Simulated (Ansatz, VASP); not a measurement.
**Two plane-wave programs on SiC**

```
CELL_PARAMETERS angstrom
3.07629 0.00000 0.00000
-1.53814 2.66414 0.00000
0.00000 0.00000 5.04611
ATOMIC_POSITIONS crystal
Si 0.33333 0.66667 0.00452
Si 0.66667 0.33333 0.50452
C 0.33333 0.66667 0.38048
C 0.66667 0.33333 0.88048
```

Alike in both runs: functional PBEsol; k mesh 6 × 6 × 4; no spin polarisation.

Ansatz relaxed the structure, and its values are those at the end. VASP's run is a single point on that final structure, the one shown.

|  | VASP | Ansatz |
| --- | --- | --- |
| version | VASP 6.6.1 | Ansatz 0.2.0 |
| potentials or method | VASP PAW PBE potentials, release 64 (Si, C) | plane waves, PAW |
| plane-wave cutoff (eV) | 520 | 420 |
| occupations | gaussian, width 0.01 eV | fixed |
| valence electrons in the cell | 16 | 16 |

|  | VASP | Ansatz | Ansatz less VASP |
| --- | --- | --- | --- |
| pressure (GPa) | 0.4 | 0.0 | -0.35 |

VASP's potentials were made for PBE, not for PBEsol.
